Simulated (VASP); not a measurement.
# ZnS (an interface model) in VASP: single point with PBE

Aim: the single point of ZnS (an interface model) with PBE.

Program: VASP 6.6.1. These are calculated values, not measurements. Logs are shortened: lines on timing, memory, paths and dates and some standing lists are left out, and cuts for length are marked.

### Step 1. The cell of the first run

The cell holds layers of an interface, 12 atoms: a = 3.849 Å, b = 3.849 Å, c = 23.182 Å, α = 90.00°, β = 90.00°, γ = 120.00°.

### Step 2. Single point, PBE

Input file INCAR:

```
PREC = Accurate
ENCUT = 400
EDIFF = 1E-6
ISMEAR = 0
SIGMA = 0.05
LREAL = F
LASPH = T
NELM = 120
ALGO = Normal
ISIF = 2
LWAVE = F
LCHARG = F
GGA = PE
NBANDS = 66
GGA_COMPAT = F
```

Input file KPOINTS:

```
regular mesh
0
Gamma
  12 12 2
```

Input file POSCAR:

```
ZnS
1.0
    3.8487553789      0.0000000000      0.0000000000
   -1.9243776895      3.3331199311      0.0000000000
    0.0000000000      0.0000000000     23.1823703925
Zn S
6 6
Direct
    0.6666666667      0.3333333333      0.2066581907
    0.3333333333      0.6666666667      0.0488478821
    0.0000000000      0.0000000000      0.3371605560
    0.0000000000      0.0000000000      0.5378394440
    0.3333333333      0.6666666667      0.6683418093
    0.6666666667      0.3333333333      0.8261521179
    0.0000000000      0.0000000000      0.0404443033
    0.3333333333      0.6666666667      0.1938271033
    0.6666666667      0.3333333333      0.3453435090
    0.6666666667      0.3333333333      0.6811728967
    0.3333333333      0.6666666667      0.5296564910
    0.0000000000      0.0000000000      0.8345556967
```

Potentials or basis: VASP PAW PBE potentials, release 64 (Zn, S).

The run is started by

```bash
> cat potpaw_PBE.64/Zn/POTCAR potpaw_PBE.64/S/POTCAR > POTCAR
> mpirun -np 1 vasp_std > vasp.out
```

OUTCAR:

```text
PREC = Accurate
   ENCUT = 400
   EDIFF = 1E-6
   ISMEAR = 0
   LREAL = F
   LASPH = T
   NELM = 120
   ISIF = 2
   GGA = PE

 ion  position               nearest neighbor table
   1  0.667  0.333  0.207-   8 2.24   8 2.24   8 2.24
   2  0.333  0.667  0.049-   7 2.23   7 2.23   7 2.23
   3  0.000  0.000  0.337-   9 2.23   9 2.23   9 2.23
   4  0.000  0.000  0.538-  11 2.23  11 2.23  11 2.23
   5  0.333  0.667  0.668-  10 2.24  10 2.24  10 2.24
   6  0.667  0.333  0.826-  12 2.23  12 2.23  12 2.23
   7  0.000  0.000  0.040-   2 2.23   2 2.23   2 2.23
   8  0.333  0.667  0.194-   1 2.24   1 2.24   1 2.24
   9  0.667  0.333  0.345-   3 2.23   3 2.23   3 2.23
  10  0.667  0.333  0.681-   5 2.24   5 2.24   5 2.24
  11  0.333  0.667  0.530-   4 2.23   4 2.23   4 2.23
  12  0.000  0.000  0.835-   6 2.23   6 2.23   6 2.23

  LATTYP: Found a hexagonal cell.
 ALAT       =     3.8487553789
 C/A-ratio  =     6.0233421224

  Lattice vectors:

 A1 = (   3.8487553789,   0.0000000000,   0.0000000000)
 A2 = (  -1.9243776895,   3.3331199311,   0.0000000000)
 A3 = (   0.0000000000,   0.0000000000,  23.1823703925)

Analysis of symmetry for initial positions (statically):
=====================================================================
 Subroutine PRICEL returns:
 Original cell was already a primitive cell.

 Routine SETGRP: Setting up the symmetry group for a
 hexagonal supercell.

 Subroutine GETGRP returns: Found 12 space group operations
 (whereof  6 operations were pure point group operations)
 out of a pool of 24 trial point group operations.

The static configuration has the point symmetry C_3v.
 The point group associated with its full space group is D_3d.

Analysis of symmetry for dynamics (positions and initial velocities):
=====================================================================
 Subroutine PRICEL returns:
 Original cell was already a primitive cell.

 Routine SETGRP: Setting up the symmetry group for a
 hexagonal supercell.

 Subroutine GETGRP returns: Found 12 space group operations
 (whereof  6 operations were pure point group operations)
 out of a pool of 24 trial point group operations.

The dynamic configuration has the point symmetry C_3v.
 The point group associated with its full space group is D_3d.

 Subroutine INISYM returns: Found 12 space group operations
 (whereof  6 operations are pure point group operations),
 and found     1 'primitive' translations

----------------------------------------------------------------------------------------

                                     Primitive cell

  volume of cell :     297.3919

  direct lattice vectors                    reciprocal lattice vectors
     3.848755379  0.000000000  0.000000000     0.259824255  0.150009604  0.000000000
    -1.924377689  3.333119931  0.000000000     0.000000000  0.300019207  0.000000000
     0.000000000  0.000000000 23.182370393     0.000000000  0.000000000  0.043136227

  length of vectors
     3.848755379  3.848755379 23.182370393     0.300019207  0.300019207  0.043136227

  position of ions in fractional coordinates (direct lattice)
     0.666666667  0.333333333  0.206658191
     0.333333333  0.666666667  0.048847882
     0.000000000  0.000000000  0.337160556
     0.000000000  0.000000000  0.537839444
     0.333333333  0.666666667  0.668341809
     0.666666667  0.333333333  0.826152118
     0.000000000  0.000000000  0.040444303
     0.333333333  0.666666667  0.193827103
     0.666666667  0.333333333  0.345343509
     0.666666667  0.333333333  0.681172897
     0.333333333  0.666666667  0.529656491
     0.000000000  0.000000000  0.834555697

  ion indices of the primitive-cell ions
   primitive index   ion index
                 1           1
                 2           2
                 3           3
                 4           4
                 5           5
                 6           6
                 7           7
                 8           8
                 9           9
                10          10
                11          11
                12          12

----------------------------------------------------------------------------------------

 KPOINTS: regular mesh

Automatic generation of k-mesh.
 Grid dimensions read from file:
 generate k-points for:   12   12    2

 Generating k-lattice:

  Cartesian coordinates                     Fractional coordinates (reciprocal lattice)
     0.021652021  0.012500800  0.000000000     0.083333333  0.000000000  0.000000000
     0.000000000  0.025001601  0.000000000     0.000000000  0.083333333  0.000000000
     0.000000000  0.000000000  0.021568114     0.000000000  0.000000000  0.500000000

  Length of vectors
     0.025001601  0.025001601  0.021568114

  Shift w.r.t. Gamma in fractional coordinates (k-lattice)
     0.000000000  0.000000000  0.000000000

 Subroutine IBZKPT returns following result:
 ===========================================

 Found     38 irreducible k-points:

 Following reciprocal coordinates:
            Coordinates               Weight
  0.000000  0.000000  0.000000      1.000000
  0.083333  0.000000  0.000000      6.000000
  0.166667  0.000000  0.000000      6.000000
  0.250000  0.000000  0.000000      6.000000
  0.333333 -0.000000  0.000000      6.000000
  0.416667  0.000000  0.000000      6.000000
[... 16 lines left out ...]
  0.250000  0.000000  0.500000      6.000000
  0.333333 -0.000000  0.500000      6.000000
 [... further k-points ...]
   k-points           NKPTS =     38   k-points in BZ     NKDIM =     38   number of bands    NBANDS=     66
   number of dos      NEDOS =    301   number of ions     NIONS =     12
   total plane-waves  NPLWV = 125440
   dimension x,y,z NGX =    28 NGY =   28 NGZ =  160
   dimension x,y,z NGXF=    56 NGYF=   56 NGZF=  320
   ions per type =               6   6
   NGX,Y,Z   is equivalent  to a cutoff of  12.09, 12.09, 11.47 a.u.
   NGXF,Y,Z  is equivalent  to a cutoff of  24.19, 24.19, 22.95 a.u.
 SYSTEM =  unknown system
   PREC   = accura    normal or accurate (medium, high low for compatibility)
   ISTART =      0    job   : 0-new  1-cont  2-samecut
   ICHARG =      2    charge: 1-file 2-atom 10-const
   ISPIN  =      1    spin polarized calculation?
   LNONCOLLINEAR =      F non collinear calculations
   LSORBIT =      F    spin-orbit coupling
   LASPH  =      T    aspherical Exc in radial PAW
   ENCUT  =  400.0 eV  29.40 Ry    5.42 a.u.   6.28  6.28 37.80*2*pi/ulx,y,z
   NELM   =    120;   NELMIN=  2; NELMDL= -5     # of ELM steps
   EDIFF  = 0.1E-05   stopping-criterion for ELM
   LREAL  =      F    real-space projection
   EDIFFG = 0.1E-04   stopping-criterion for IOM
   NSW    =      0    number of steps for IOM
   IBRION =     -1    ionic relax: 0-MD 1-quasi-New 2-CG
   NFREE  =      0    steps in history (QN), initial steepest desc. (CG)
   ISIF   =      2    stress and relaxation
   ISYM   =      2    0-nonsym 1-usesym 2-fastsym
   POTIM  = 0.5000    time-step for ionic-motion
   TEBEG  =    0.0;   TEEND  =   0.0 temperature during run
   PSTRESS=    0.0 pullay stress
   NELECT =     108.0000    total number of electrons
   NUPDOWN=      -1.0000    fix difference up-down
   EMIN   =  10.00;   EMAX   =-10.00  energy-range for DOS
   EFERMI =   0.00;   METHOD = LEGACY
   ISMEAR =     0;   SIGMA  =   0.05  broadening in eV -4-tet -1-fermi 0-gaus
   EFERMI_NEDOS =   21; number of points for ismear=-14 and -15
   IALGO  =     38    algorithm
   IMIX   =      4    mixing-type and parameters
     AMIX     =   0.40;   BMIX     =  1.00
     AMIX_MAG =   1.60;   BMIX_MAG =  1.00
  volume/ion in A,a.u.               =      24.78       167.24
  Fermi-wavevector in a.u.,A,eV,Ry     =   1.167992  2.207184 18.561127  1.364204
  Thomas-Fermi vector in A             =   2.304484
   LORBIT       =      0    0 simple, 1 ext, 2 COOP (PROOUT), +10 PAW based schemes
   GGA     = PE    functional components
   LHFCALC =     F    Hartree Fock is set to
   AEXX    =    0.0000 exact exchange contribution
   IVDW    =     0    specifies the selected vdW correction
   LEPSILON=     F    determine dielectric tensor
   LRPA    =     F    only Hartree local field effects (RPA)
 non-spin polarized calculation
 Gauss-broadening in eV      SIGMA  =   0.05
  energy-cutoff  :      400.00
  volume of cell :      297.39
 maximum number of plane-waves:      5451
 NGX is ok and might be reduce to    28
   NGX = 13   NGY = 13   NGZ = 75

 number of electron     107.9999995 magnetization

 Free energy of the ion-electron system (eV)
  ---------------------------------------------------
  ext. energy  EPLUGINS =         0.00000000
  ---------------------------------------------------
  free energy    TOTEN  =       -38.47375323 eV

  energy without entropy =      -38.47375323  energy(sigma->0) =      -38.47375323

 E-fermi :   1.3005     XC(G=0):  -8.3595

 val. band max:        1.0439648485   @ k =   0.0000   0.0000   0.0000
 cond. band min:       1.7993088377   @ k =   0.0000   0.0000   0.0000
 fundamental gap:      0.7553439892
 Fermi energy:         1.3005034610

 k-point     1 :       0.0000    0.0000    0.0000
  band No.  band energies     occupation
      1     -13.1583      2.00000
      2     -13.1275      2.00000
      3     -12.3178      2.00000
      4     -12.3168      2.00000
      5     -11.2062      2.00000
      6     -11.1935      2.00000
[... 58 lines left out ...]
     65       6.2326      0.00000
     66       6.4366      0.00000

 k-point     2 :       0.0833    0.0000    0.0000
  band No.  band energies     occupation
      1     -13.1149      2.00000
      2     -13.0848      2.00000
      3     -12.2760      2.00000
      4     -12.2751      2.00000
      5     -11.1637      2.00000
      6     -11.1511      2.00000
[... 1576 lines left out ...]
     65       6.3067      0.00000
     66       6.6719      0.00000

 [... further k-points ...]

------------------------ aborting loop because EDIFF is reached ----------------------------------------

  FORCE on cell =-STRESS in cart. coord.  units (eV):
  Direction    XX          YY          ZZ          XY          YZ          ZX
  --------------------------------------------------------------------------------------
  -------------------------------------------------------------------------------------
  Total        4.4945788      4.4945788     -0.2326545     -0.0000000      0.0000000      0.0000000
  in kB       24.2142202     24.2142202     -1.2534095     -0.0000000      0.0000000      0.0000000
  external PRESSURE =      15.7250103 kB  Pullay stress =       0.0000000 kB

 VOLUME and BASIS-vectors are now :
 -----------------------------------------------------------------------------
  energy-cutoff  :      400.00
  volume of cell :      297.39
      direct lattice vectors                 reciprocal lattice vectors
     3.848755379  0.000000000  0.000000000     0.259824255  0.150009604  0.000000000
    -1.924377689  3.333119931  0.000000000     0.000000000  0.300019207  0.000000000
     0.000000000  0.000000000 23.182370393     0.000000000  0.000000000  0.043136227

 POSITION                                       TOTAL-FORCE (eV/Angst)
 -----------------------------------------------------------------------------------
      1.92438      1.11104      4.79083         0.000000     -0.000000      0.000035
     -0.00000      2.22208      1.13241        -0.000000      0.000000      0.011263
      0.00000      0.00000      7.81618        -0.000000      0.000000     -0.007063
      0.00000      0.00000     12.46839         0.000000     -0.000000      0.007063
     -0.00000      2.22208     15.49375         0.000000      0.000000     -0.000035
      1.92438      1.11104     19.15216         0.000000     -0.000000     -0.011263
      0.00000      0.00000      0.93759        -0.000000      0.000000     -0.011671
     -0.00000      2.22208      4.49337        -0.000000     -0.000000     -0.003927
      1.92438      1.11104      8.00588         0.000000     -0.000000      0.007316
      1.92438      1.11104     15.79120         0.000000     -0.000000      0.003927
     -0.00000      2.22208     12.27869        -0.000000      0.000000     -0.007316
      0.00000      0.00000     19.34698         0.000000     -0.000000      0.011671
 -----------------------------------------------------------------------------------
    total drift:                                0.000000     -0.000000     -0.000000

  FREE ENERGIE OF THE ION-ELECTRON SYSTEM (eV)
  ---------------------------------------------------
  free  energy   TOTEN  =       -38.4737532319 eV

  energy  without entropy=      -38.4737532319  energy(sigma->0) =      -38.47375323
```

Wall time 24 min (1 thread of Intel Xeon 8259CL, shared host); peak memory 0.57 GiB.

What came out:

- Free energy: -38.4738 eV
- Pressure: 1.6 GPa
- Largest force: 0.012 eV/Å
- Band gap on the k mesh: 0.76 eV, direct

Forces on the atoms (eV/Å):
```
Zn   0.000  0.000  0.000
Zn   0.000  0.000  0.011
Zn   0.000  0.000 -0.007
Zn   0.000  0.000  0.007
Zn   0.000  0.000  0.000
Zn   0.000  0.000 -0.011
S    0.000  0.000 -0.012
S    0.000  0.000 -0.004
S    0.000  0.000  0.007
S    0.000  0.000  0.004
S    0.000  0.000 -0.007
S    0.000  0.000  0.012
```

Stress tensor (GPa, compression positive):
```
 2.42  0.00  0.00
 0.00  2.42  0.00
 0.00  0.00 -0.13
```
